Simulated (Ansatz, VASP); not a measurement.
# One calculation of Sb, two programs

The input INCAR:

```
SYSTEM = Sb
PREC = Accurate ; ENCUT = 520
EDIFF = 1E-8 ; ISMEAR = -1
SIGMA = 0.05 ; LREAL = .False.
LASPH = .True. ; NELM = 60
ALGO = Normal ; ISIF = 2
LWAVE = .False. ; LCHARG = .False.
GGA = PE ; LEFG = .True.
NBANDS = 12
```

File KPOINTS:

```
regular mesh
0
Gamma
  9 9 9
  0 0 0
```

Contents of POSCAR:

```
Sb
1.0
    2.1506003320      1.2416496806      3.7440000000
   -2.1506003320      1.2416496806      3.7440000000
    0.0000000000     -2.4832993611      3.7440000000
Sb
2
Direct
    0.2336400000      0.2336400000      0.2336400000
    0.7663600000      0.7663600000      0.7663600000
```

Input for Ansatz:

```yaml
crystal:
  lattice:
    - [2.150600332, 1.2416496806, 3.744]
    - [-2.150600332, 1.2416496806, 3.744]
    - [0.0, -2.4832993611, 3.744]
  atoms:
    - { symbol: Sb, position: [0.23364, 0.23364, 0.23364] }
    - { symbol: Sb, position: [0.76636, 0.76636, 0.76636] }
kpoints:
  mp_grid: { grid: [9, 9, 9] }
  band_path:
    path:
      - [0.0, 0.0, 0.0]
      - [0.5, 0.5, 0.5]
      - [0.7600111779, 0.2399888221, 0.5]
      - [0.5, -0.2399888221, 0.2399888221]
      - [0.5, 0.0, 0.0]
      - [0.0, 0.0, 0.0]
      - [0.369994411, -0.369994411, 0.0]
      - [0.630005589, 0.0, 0.369994411]
      - [0.5, 0.0, 0.5]
    npoints: 14
scf:
  occupations: { method: fermi_dirac, width: 0.05 }
hamiltonian:
  xc: pbe
  pseudopotentials: { kind: paw }
output:
  forces: true
  stress: true
  eigenvalues: true
  efg: { contact_densities: true }
  populations: true
  bader: true
  dos: { projected: true, de: 0.2, e_range: [-14, 8] }
  write_density: true
  write_potential: true
  elf: true
  volumetric_format: npy
```

Alike in both runs: task electric field gradients; functional PBE; k mesh 9 × 9 × 9; occupations fermi-dirac, width 0.05 eV; no spin polarisation.

```csv
,VASP,Ansatz
version,VASP 6.6.1,Ansatz 0.2.0
potentials or method,"VASP PAW PBE potentials, release 64 (Sb)","PAW with Ansatz's default frozen-core files, scalar-relativistic"
plane-wave cutoff (eV),520,420
valence electrons in the cell,10,30
```

VASP gave:

```
pressure (GPa)                                                : 3.2
traceless stress, the component that is largest in VASP (GPa) : -0.37
rms of the force components (eV/Å)                            : 0.141
size of Vzz on the site where it differs most (V/Å²)          : 46.1
```

**Question.** Which values does Ansatz return?

**Answer.** Pressure (GPa): 3.1; traceless stress, the component that is largest in VASP (GPa): -0.33; rms of the force components (eV/Å): 0.115; size of Vzz on the site where it differs most (V/Å²): 50.2.

Atom by atom the forces differ by 0.026 eV/Å (rms over components). VASP's potentials hold 10 valence electrons a cell and Ansatz's 30, so a difference there can come from the potentials and not from the codes.

Neither program's run includes spin-orbit coupling.
